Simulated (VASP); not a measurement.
Wanted: the native input for a VASP 6.6.1 run.

```
Task                   : single point
Functional             : PBEsol
Potentials or basis    : VASP PAW PBE potentials, release 64 (La)
Cutoff                 : 520 eV
k mesh                 : 6 × 6 × 9
Occupations            : fermi-dirac, width 0.1 eV
Spin                   : no spin polarisation
Dipole correction      : no
Further INCAR settings : ALGO = Normal; EDIFF = 1e-07; NBANDS = 24
```

The structure of La lies in POSCAR:

```
La
1.0
    5.8062553976      0.0000000000      0.0000000000
   -2.9031276988      5.0283646751      0.0000000000
    0.0000000000      0.0000000000      3.5182963769
La
3
Direct
    0.0000000000      0.0000000000      0.0000000000
    0.3333333333      0.6666666667      0.5000000000
    0.6666666667      0.3333333333      0.5000000000
```

These files were run (other wordings do the same):

INCAR

```
SYSTEM = La
PREC     = Accurate       ! precision mode
ENCUT    = 520            ! plane-wave cutoff, eV
EDIFF    = 1E-7           ! SCF threshold, eV
ISMEAR   = -1             ! smearing method
SIGMA    = 0.1            ! smearing width, eV
LREAL    = .False.        ! projectors in reciprocal space
LASPH    = .True.         ! aspherical terms in the spheres
NELM     = 100            ! most SCF steps
ALGO     = Normal         ! electronic algorithm
ISIF     = 2              ! what is computed and relaxed
LWAVE    = .False.        ! write WAVECAR
LCHARG   = .False.        ! write CHGCAR
GGA      = PS             ! functional
NBANDS   = 24             ! bands
```

KPOINTS

```
regular mesh
0
Gamma
  6 6 9
  0 0 0
```

Potentials or basis: VASP PAW PBE potentials, release 64 (La).

Command:

```sh
$ cat potpaw_PBE.64/La/POTCAR > POTCAR
$ mpirun -np 1 vasp_std > vasp.out
```

Results of the run:

The pressure is 0.1 GPa.

Caveat: the PAW data sets were made with another functional, which shifts forces and pressure a little.

Wall time 66 s on 1 thread of Intel(R) Xeon(R) 6975P-C (Granite Rapids), on a shared host, peak memory 0.28 GiB.
